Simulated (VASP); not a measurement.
Wanted: the native input for a VASP 6.6.1 run.

| Property | Result |
| --- | --- |
| Task | single point |
| Functional | LDA |
| Potentials or basis | VASP PAW LDA potentials, release 64 (Si, O) |
| Cutoff | 520 eV |
| k mesh | 4 × 4 × 4 |
| Occupations | gaussian, width 0.02 eV |
| Spin | no spin polarisation |
| Dipole correction | no |
| Further INCAR settings | LREAL = Auto; ALGO = Normal; EDIFF = 1e-06; NBANDS = 82 |

The structure of SiO2 lies in POSCAR:

```
SiO2
1.0
   -4.2754192974      4.2754192974      4.2754192974
    4.2754192974     -4.2754192974      4.2754192974
    4.2754192974      4.2754192974     -4.2754192974
Si O
8 16
Direct
    0.5000000000      0.0000000000      0.7855900048
    0.2855900048      0.2855900048      0.2855900048
    0.5000000000      0.0000000000      0.2144099952
    0.7144099952      0.7144099952      0.7144099952
    0.7855900048      0.5000000000      0.0000000000
    0.0000000000      0.2144099952      0.5000000000
    0.2144099952      0.5000000000      0.0000000000
    0.0000000000      0.7855900048      0.5000000000
    0.6717038924      0.9217038924      0.7500000000
    0.7500000000      0.6717038924      0.9217038924
    0.8282961076      0.5782961076      0.2500000000
    0.7500000000      0.1717038924      0.4217038924
    0.0782961076      0.2500000000      0.3282961076
    0.5000000000      0.0000000000      0.0000000000
    0.2500000000      0.8282961076      0.5782961076
    0.4217038924      0.7500000000      0.1717038924
    0.3282961076      0.0782961076      0.2500000000
    0.1717038924      0.4217038924      0.7500000000
    0.9217038924      0.7500000000      0.6717038924
    0.5000000000      0.5000000000      0.5000000000
    0.2500000000      0.3282961076      0.0782961076
    0.0000000000      0.5000000000      0.0000000000
    0.0000000000      0.0000000000      0.5000000000
    0.5782961076      0.2500000000      0.8282961076
```

One way to write it, as run:

INCAR

```
SYSTEM = SiO2
PREC = Accurate
ENCUT = 520
EDIFF = 1E-6
ISMEAR = 0
SIGMA = 0.02
LREAL = Auto
LASPH = .True.
NELM = 100
ALGO = Normal
ISIF = 2
LWAVE = .False.
LCHARG = .False.
NBANDS = 82
```

KPOINTS

```
Automatic mesh
0
Gamma
  4 4 4
  0 0 0
```

Potentials or basis: VASP PAW LDA potentials, release 64 (Si, O).

Command:

```bash
$ cat potpaw_LDA.64/Si/POTCAR potpaw_LDA.64/O/POTCAR > POTCAR
$ mpirun -np 1 vasp_std > vasp.out
```

Results of the run:

The pressure is -2.0 GPa. The largest force is 0.034 eV/Å and the band gap on the k mesh is 5.52 eV (least direct gap 5.60 eV).

Run time: 8.7 min on 1 thread of AMD EPYC 7R13, on a shared host, peak memory 0.35 GiB.
